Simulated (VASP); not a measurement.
Input of a VASP 6.6.1 run:

INCAR

```
SYSTEM = W9C8
ALGO     = Normal         ! electronic algorithm
EDIFF    = 1E-7           ! SCF threshold, eV
ENCUT    = 520            ! plane-wave cutoff, eV
ISIF     = 2              ! what is computed and relaxed
ISMEAR   = -1             ! smearing method
LASPH    = .True.         ! aspherical terms in the spheres
LCHARG   = .False.        ! write CHGCAR
LREAL    = Auto         
LWAVE    = .False.        ! write WAVECAR
NBANDS   = 93             ! bands
NELM     = 60             ! most SCF steps
PREC     = Accurate       ! precision mode
SIGMA    = 0.05           ! smearing width, eV
```

Contents of KPOINTS:

```
k-points
0
Gamma
  3 3 1
  0 0 0
```

Contents of POSCAR:

```
W9C8
1.0
    5.6929600000      0.0000000000      0.0000000000
   -2.8464800000      4.9302480000      0.0000000000
    0.0000000000      0.0000000000     17.1931300000
W C
9 8
Direct
    0.0000000000      0.0000000000      0.0581628000
   -0.0007716314      0.0007634264      0.2235822379
    0.0000000000      0.5000000000      0.0581628000
   -0.0007661568      0.4984658400      0.2235822269
    0.5000000000      0.0000000000      0.0581628000
    0.5015342567      0.0007622061      0.2235819478
    0.5000000000      0.5000000000      0.0581628000
    0.5000010930      0.5000003824      0.2150349607
    0.4999988258      0.4999907420      0.3625753226
    0.3322017937      0.1644016255      0.1351361495
    0.3402391525      0.1804823408      0.2992144443
    0.3322000190      0.6677947772      0.1351366462
    0.3402469579      0.6597595818      0.2992203919
    0.8333328026      0.1666666760      0.1370059141
    0.8333335021      0.1666651681      0.2914375326
    0.8355954382      0.6677942215      0.1351360416
    0.8195149048      0.6597632744      0.2992185950
```

Potentials or basis: VASP PAW LDA potentials, release 64 (W_sv, C).

Launch:

```sh
$ cat potpaw_LDA.64/W_sv/POTCAR potpaw_LDA.64/C/POTCAR > POTCAR
$ mpirun -np 1 vasp_std > vasp.out
```

(1) Predict the largest force.

(2) Predict the band gap on the k mesh.

Answers

(1) 0.889 eV/Å.

(2) zero (bands 79 and 80 overlap by 0.51 eV).

Caveat: the k points lie up to 0.42 Å⁻¹ apart, too coarse for converged energies and pressures of a metal; there is no dipole correction, which matters where the two faces differ; spin-orbit coupling is left out, which moves the levels of the heavy elements.
